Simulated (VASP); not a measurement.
# Ir (P6_3/mmc) in VASP: further runs, part 2 of 2

VASP 6.6.1. Earlier steps stand in the parts before.

## 4. Single point, BLYP (13.50 Å³/atom)

This run uses another cell than the first one, of 13.50 Å³/atom.

File INCAR:

```
AGGAC = 1.0 ; AGGAX = 1.0
ALDAC = 0.0 ; ALDAX = 1.0
ALGO = Normal ; EDIFF = 1E-6
ENCUT = 560 ; GGA = B5
GGA_COMPAT = False ; ISIF = 2
ISMEAR = -1 ; LASPH = True
LCHARG = False ; LREAL = False
LWAVE = False ; NBANDS = 24
NELM = 120 ; PREC = Accurate
SIGMA = 0.1
```

File KPOINTS:

```
k-points
0
Gamma
  15 15 8
```

File POSCAR:

```
Ir
1.0
    2.6798256255      0.0000000000      0.0000000000
   -1.3399128128      2.3207970694      0.0000000000
    0.0000000000      0.0000000000      4.3405978070
Ir
2
Direct
    0.3333333333      0.6666666667      0.2500000000
    0.6666666667      0.3333333333      0.7500000000
```

Potentials or basis: VASP PAW PBE potentials, release 64 (Ir_sv_GW).

Launch:

```console
$ cat potpaw_PBE.64/Ir_sv_GW/POTCAR > POTCAR
$ mpirun -np 1 vasp_std > vasp.out
```

OUTCAR:

```text
EDIFF = 1E-6
   ENCUT = 560
   GGA = B5
   ISIF = 2
   ISMEAR = -1
   LASPH = True
   LREAL = False
   NELM = 120
   PREC = Accurate

 ion  position               nearest neighbor table
   1  0.333  0.667  0.250-   2 2.67   2 2.67   2 2.67   2 2.67   2 2.67   2 2.67
   2  0.667  0.333  0.750-   1 2.67   1 2.67   1 2.67   1 2.67   1 2.67   1 2.67

  LATTYP: Found a hexagonal cell.
 ALAT       =     2.6798256255
 C/A-ratio  =     1.6197314354

  Lattice vectors:

 A1 = (   2.6798256255,   0.0000000000,   0.0000000000)
 A2 = (  -1.3399128128,   2.3207970694,   0.0000000000)
 A3 = (   0.0000000000,   0.0000000000,   4.3405978070)

Analysis of symmetry for initial positions (statically):
=====================================================================
 Subroutine PRICEL returns:
 Original cell was already a primitive cell.

 Routine SETGRP: Setting up the symmetry group for a
 hexagonal supercell.

 Subroutine GETGRP returns: Found 24 space group operations
 (whereof 12 operations were pure point group operations)
 out of a pool of 24 trial point group operations.

The static configuration has the point symmetry D_3d.
 The point group associated with its full space group is D_6h.

Analysis of symmetry for dynamics (positions and initial velocities):
=====================================================================
 Subroutine PRICEL returns:
 Original cell was already a primitive cell.

 Routine SETGRP: Setting up the symmetry group for a
 hexagonal supercell.

 Subroutine GETGRP returns: Found 24 space group operations
 (whereof 12 operations were pure point group operations)
 out of a pool of 24 trial point group operations.

The dynamic configuration has the point symmetry D_3d.
 The point group associated with its full space group is D_6h.

 Subroutine INISYM returns: Found 24 space group operations
 (whereof 12 operations are pure point group operations),
 and found     1 'primitive' translations

----------------------------------------------------------------------------------------

                                     Primitive cell

  volume of cell :      26.9956

  direct lattice vectors                    reciprocal lattice vectors
     2.679825625  0.000000000  0.000000000     0.373158608  0.215443223  0.000000000
    -1.339912813  2.320797069  0.000000000     0.000000000  0.430886446  0.000000000
     0.000000000  0.000000000  4.340597807     0.000000000  0.000000000  0.230383013

  length of vectors
     2.679825625  2.679825626  4.340597807     0.430886446  0.430886446  0.230383013

  position of ions in fractional coordinates (direct lattice)
     0.333333333  0.666666667  0.250000000
     0.666666667  0.333333333  0.750000000

  ion indices of the primitive-cell ions
   primitive index   ion index
                 1           1
                 2           2

----------------------------------------------------------------------------------------

 KPOINTS: k-points

Automatic generation of k-mesh.
 Grid dimensions read from file:
 generate k-points for:   15   15    8

 Generating k-lattice:

  Cartesian coordinates                     Fractional coordinates (reciprocal lattice)
     0.024877241  0.014362882  0.000000000     0.066666667  0.000000000  0.000000000
     0.000000000  0.028725763  0.000000000     0.000000000  0.066666667  0.000000000
     0.000000000  0.000000000  0.028797877     0.000000000  0.000000000  0.125000000

  Length of vectors
     0.028725763  0.028725763  0.028797877

  Shift w.r.t. Gamma in fractional coordinates (k-lattice)
     0.000000000  0.000000000  0.000000000

 Subroutine IBZKPT returns following result:
 ===========================================

 Found    135 irreducible k-points:

 Following reciprocal coordinates:
            Coordinates               Weight
  0.000000  0.000000  0.000000      1.000000
  0.066667  0.000000  0.000000      6.000000
  0.133333 -0.000000  0.000000      6.000000
  0.200000 -0.000000  0.000000      6.000000
  0.266667 -0.000000  0.000000      6.000000
  0.333333 -0.000000  0.000000      6.000000
[... 16 lines left out ...]
  0.333333  0.200000  0.000000     12.000000
  0.400000  0.200000  0.000000      6.000000
 [... further k-points ...]
   k-points           NKPTS =    135   k-points in BZ     NKDIM =    135   number of bands    NBANDS=     24
   number of dos      NEDOS =    301   number of ions     NIONS =      2
   total plane-waves  NPLWV =  20736
   dimension x,y,z NGX =    24 NGY =   24 NGZ =   36
   dimension x,y,z NGXF=    48 NGYF=   48 NGZF=   72
   ions per type =               2
   NGX,Y,Z   is equivalent  to a cutoff of  14.89, 14.89, 13.79 a.u.
   NGXF,Y,Z  is equivalent  to a cutoff of  29.78, 29.78, 27.58 a.u.
 SYSTEM =  unknown system
   PREC   = accura    normal or accurate (medium, high low for compatibility)
   ISTART =      0    job   : 0-new  1-cont  2-samecut
   ICHARG =      2    charge: 1-file 2-atom 10-const
   ISPIN  =      1    spin polarized calculation?
   LNONCOLLINEAR =      F non collinear calculations
   LSORBIT =      F    spin-orbit coupling
   LASPH  =      T    aspherical Exc in radial PAW
   ENCUT  =  560.0 eV  41.16 Ry    6.42 a.u.   5.17  5.17  8.38*2*pi/ulx,y,z
   NELM   =    120;   NELMIN=  2; NELMDL= -5     # of ELM steps
   EDIFF  = 0.1E-05   stopping-criterion for ELM
   LREAL  =      F    real-space projection
   EDIFFG = 0.1E-04   stopping-criterion for IOM
   NSW    =      0    number of steps for IOM
   IBRION =     -1    ionic relax: 0-MD 1-quasi-New 2-CG
   NFREE  =      0    steps in history (QN), initial steepest desc. (CG)
   ISIF   =      2    stress and relaxation
   ISYM   =      2    0-nonsym 1-usesym 2-fastsym
   POTIM  = 0.5000    time-step for ionic-motion
   TEBEG  =    0.0;   TEEND  =   0.0 temperature during run
   PSTRESS=    0.0 pullay stress
   NELECT =      34.0000    total number of electrons
   NUPDOWN=      -1.0000    fix difference up-down
   EMIN   =  10.00;   EMAX   =-10.00  energy-range for DOS
   EFERMI =   0.00;   METHOD = LEGACY
   ISMEAR =    -1;   SIGMA  =   0.10  broadening in eV -4-tet -1-fermi 0-gaus
   EFERMI_NEDOS =   21; number of points for ismear=-14 and -15
   IALGO  =     38    algorithm
   IMIX   =      4    mixing-type and parameters
     AMIX     =   0.40;   BMIX     =  1.00
     AMIX_MAG =   1.60;   BMIX_MAG =  1.00
  volume/ion in A,a.u.               =      13.50        91.09
  Fermi-wavevector in a.u.,A,eV,Ry     =   1.767950  3.340942 42.527027  3.125648
  Thomas-Fermi vector in A             =   2.835234
   LORBIT       =      0    0 simple, 1 ext, 2 COOP (PROOUT), +10 PAW based schemes
   GGA     = B5    functional components
   LHFCALC =     F    Hartree Fock is set to
   AEXX    =    0.0000 exact exchange contribution
   IVDW    =     0    specifies the selected vdW correction
   LEPSILON=     F    determine dielectric tensor
   LRPA    =     F    only Hartree local field effects (RPA)
 non-spin polarized calculation
  energy-cutoff  :      560.00
  volume of cell :       27.00
 maximum number of plane-waves:       826
 NGX is ok and might be reduce to    24
   NGX = 11   NGY = 11   NGZ = 17

 number of electron      34.0000000 magnetization

 Free energy of the ion-electron system (eV)
  ---------------------------------------------------
  ext. energy  EPLUGINS =         0.00000000
  ---------------------------------------------------
  free energy    TOTEN  =       -15.49717194 eV

  energy without entropy =      -15.42725408  energy(sigma->0) =      -15.46221301

 E-fermi :  14.5579     XC(G=0): -14.1446

 val. band max:       14.5559915635   @ k =   0.3333   0.1333   0.3750
 cond. band min:      14.5732685051   @ k =   0.1333   0.0667   0.5000
 fundamental gap:      0.0172769416
 Fermi energy:        14.5578720369

 k-point     1 :       0.0000    0.0000    0.0000
  band No.  band energies     occupation
      1     -78.1406      2.00000
      2     -78.0533      2.00000
      3     -35.7717      2.00000
      4     -34.9377      2.00000
      5     -34.9377      2.00000
      6     -34.8049      2.00000
[... 16 lines left out ...]
     23      30.4384      0.00000
     24      31.6558      0.00000
[... 598 lines left out ...]
      2     -78.0305      2.00000
      3     -35.5707      2.00000
      4     -35.4237      2.00000
      5     -35.2902      2.00000
      6     -35.2828      2.00000
[... 16 lines left out ...]
     23      27.4196      0.00000
     24      28.3344      0.00000

 [... further k-points ...]

------------------------ aborting loop because EDIFF is reached ----------------------------------------

  FORCE on cell =-STRESS in cart. coord.  units (eV):
  Direction    XX          YY          ZZ          XY          YZ          ZX
  --------------------------------------------------------------------------------------
  -------------------------------------------------------------------------------------
  Total        8.5383054      8.5383054      8.7400935     -0.0000000      0.0000000      0.0000000
  in kB      506.7444686    506.7444686    518.7205006     -0.0000000      0.0000000      0.0000000
  external PRESSURE =     510.7364793 kB  Pullay stress =       0.0000000 kB

 VOLUME and BASIS-vectors are now :
 -----------------------------------------------------------------------------
  energy-cutoff  :      560.00
  volume of cell :       27.00
      direct lattice vectors                 reciprocal lattice vectors
     2.679825625  0.000000000  0.000000000     0.373158608  0.215443223  0.000000000
    -1.339912813  2.320797069  0.000000000     0.000000000  0.430886446  0.000000000
     0.000000000  0.000000000  4.340597807     0.000000000  0.000000000  0.230383013

 POSITION                                       TOTAL-FORCE (eV/Angst)
 -----------------------------------------------------------------------------------
     -0.00000      1.54720      1.08515        -0.000000     -0.000000      0.000000
      1.33991      0.77360      3.25545         0.000000      0.000000      0.000000
 -----------------------------------------------------------------------------------
    total drift:                               -0.000000      0.000000     -0.000000

  FREE ENERGIE OF THE ION-ELECTRON SYSTEM (eV)
  ---------------------------------------------------
  free  energy   TOTEN  =       -15.4971719391 eV

  energy  without entropy=      -15.4272540763  energy(sigma->0) =      -15.46221301
```

Run time: 45 s. Hardware: 1 thread of Intel Xeon 6975P-C (Granite Rapids), shared host; peak memory 0.22 GiB.

Results:

| Quantity | Value |
| --- | --- |
| Free energy | -15.4972 eV |
| Pressure | 51.1 GPa |
| Band gap on the k mesh | zero (bands 17 and 18 overlap by 3.43 eV) |

Levels at points of the mesh, in eV from the Fermi level:
```tsv
k point	band 13	band 14	band 15	band 16	band 17	band 18	band 19	band 20	band 21	band 22
(0.00, 0.00, 0.00)	-4.16	-3.45	-3.45	-2.61	-2.61	-0.55	0.28	0.28	7.61	13.91
(0.00, 0.00, 0.50)	-4.29	-4.29	-4.29	-4.29	-0.53	-0.53	-0.53	-0.53	13.44	13.44
```

Caveat: the cell stands under pressure; the PAW data sets were made with another functional, which shifts forces and pressure a little; spin-orbit coupling is left out, which moves the levels of the heavy elements.

## 5. Single point, BLYP (14.72 Å³/atom)

This run uses another cell than the first one, of 14.72 Å³/atom.

File INCAR:

```
SYSTEM = Ir
AGGAC = 1.0
AGGAX = 1.0
ALDAC = 0.0
ALDAX = 1.0
ALGO = Normal
EDIFF = 1E-6
ENCUT = 560
GGA = B5
GGA_COMPAT = .FALSE.
ISIF = 2
ISMEAR = -1
LASPH = .TRUE.
LCHARG = .FALSE.
LREAL = .FALSE.
LWAVE = .FALSE.
NBANDS = 24
NELM = 120
PREC = Accurate
SIGMA = 0.1
```

File KPOINTS:

```
k-points
0
G
  15 15 8
  0 0 0
```

File POSCAR:

```
Ir
1.0
    2.7586888697      0.0000000000      0.0000000000
   -1.3793444348      2.3890946423      0.0000000000
    0.0000000000      0.0000000000      4.4683350826
Ir
2
Direct
    0.3333333333      0.6666666667      0.2500000000
    0.6666666667      0.3333333333      0.7500000000
```

Launch:

```console
$ cat potpaw_PBE.64/Ir_sv_GW/POTCAR > POTCAR
$ mpirun -np 1 vasp_std > vasp.out
```

Run time: 48 s. Hardware: 1 thread of Intel Xeon 6975P-C (Granite Rapids), shared host; peak memory 0.22 GiB.

It converged, with:

| Quantity | Value |
| --- | --- |
| Free energy | -15.9883 eV |
| Pressure | 12.8 GPa |
| Band gap on the k mesh | zero (bands 17 and 18 overlap by 2.96 eV) |

Stress tensor (GPa, compression positive):
```
12.69  0.00  0.00
 0.00 12.69  0.00
 0.00  0.00 12.89
```

Levels at points of the mesh, in eV from the Fermi level:
```
           k point  band 14  band 15  band 16  band 17  band 18  band 19  band 20  band 21
(0.00, 0.00, 0.00)    -3.01    -3.01    -2.27    -2.27    -0.34     0.25     0.25     6.78
(0.00, 0.00, 0.50)    -3.74    -3.74    -3.74    -0.47    -0.47    -0.47    -0.47    13.51
```

Caveat: the cell stands under pressure; the PAW data sets were made with another functional, which shifts forces and pressure a little; spin-orbit coupling is left out, which moves the levels of the heavy elements.

## 6. Relaxation of cell and atoms, BLYP

This run uses another cell than the first one, of 14.15 Å³/atom.

File INCAR:

```
AGGAC = 1.0
AGGAX = 1.0
ALDAC = 0.0
ALDAX = 1.0
ALGO = Normal
EDIFF = 1E-7
EDIFFG = -0.01
ENCUT = 560
GGA = B5
GGA_COMPAT = False
IBRION = 2
ISIF = 3
ISMEAR = -1
LASPH = True
LCHARG = False
LREAL = False
LWAVE = False
NELM = 120
NELMIN = 4
NSW = 80
PREC = Accurate
SIGMA = 0.1
```

File KPOINTS:

```
k-points
0
Gamma
  13 13 7
```

File POSCAR:

```
Ir
1.0
    2.7148619862      0.0000000000      0.0000000000
   -1.3574309931      2.3511394478      0.0000000000
    0.0000000000      0.0000000000      4.4333696235
Ir
2
Direct
    0.3333333333      0.6666666667      0.2500000000
    0.6666666667      0.3333333333      0.7500000000
```

Potentials or basis: VASP PAW PBE potentials, release 64 (Ir_sv_GW).

Launch:

```console
$ cat potpaw_PBE.64/Ir_sv_GW/POTCAR > POTCAR
$ mpirun -np 1 vasp_std > vasp.out
```

Wall time 3.6 min (1 thread of Intel Xeon 6975P-C (Granite Rapids), shared host); peak memory 0.2 GiB.

Results (log left out):

* Free energy: -16.0061 eV
* Relaxed volume: 15.29 Å³/atom
* Relaxed cell: a = 2.793 Å, b = 2.793 Å, c = 4.527 Å, α = 90.00°, β = 90.00°, γ = 120.00°
* Space group after relaxing (to 0.1 Å): P6_3/mmc (No. 194)
* Pressure after relaxing: 0.0 GPa
* Band gap on the k mesh: zero (bands 17 and 18 overlap by 2.89 eV)

Final structure:
```
CELL_PARAMETERS angstrom
2.79334 0.00000 0.00000
-1.39667 2.41911 0.00000
0.00000 0.00000 4.52684
ATOMIC_POSITIONS crystal
Ir 0.33333 0.66667 0.25000
Ir 0.66667 0.33333 0.75000
```

Levels at points of the mesh, in eV from the Fermi level:
```csv
k point,band 15,band 16,band 17,band 18,band 19,band 20
"(0.00, 0.00, 0.00)",-2.85,-2.15,-2.15,-0.26,0.23,0.23
```

Caveat: the PAW data sets were made with another functional, which shifts forces and pressure a little; spin-orbit coupling is left out, which moves the levels of the heavy elements.

## 7. Summary

```tsv
task	cell	k mesh	gap on the mesh (eV)	pressure (GPa)
single point	a = 2.869, b = 2.869, c = 4.647 Å, angles 90.0, 90.0, 120.0°, 2 atoms	15 × 15 × 8	none	-18.5
single point	a = 2.796, b = 2.796, c = 4.530 Å, angles 90.0, 90.0, 120.0°, 2 atoms	13 × 13 × 7	none	-0.2
single point	a = 2.680, b = 2.680, c = 4.341 Å, angles 90.0, 90.0, 120.0°, 2 atoms	15 × 15 × 8	none	51.1
single point	a = 2.759, b = 2.759, c = 4.468 Å, angles 90.0, 90.0, 120.0°, 2 atoms	15 × 15 × 8	none	12.8
relaxation of cell and atoms	relaxed from a = 2.715, b = 2.715, c = 4.433 Å, angles 90.0, 90.0, 120.0°, 2 atoms	13 × 13 × 7	none	0.0
```

Alike in all rows: level BLYP; potentials or basis VASP PAW PBE potentials, release 64 (Ir_sv_GW); no spin polarisation; cutoff (eV) 560; smearing fermi-dirac 0.1 eV.

Caveats: the PAW data sets were made with another functional, which shifts forces and pressure a little; spin-orbit coupling is left out, which moves the levels of the heavy elements; the cell stands under pressure (at least some runs); the cell stands under tension (at least some runs).

Absolute energies hang on the potentials; compare differences alone.

The gap in the log of VASP goes by the Fermi energy; the results here count the filled bands.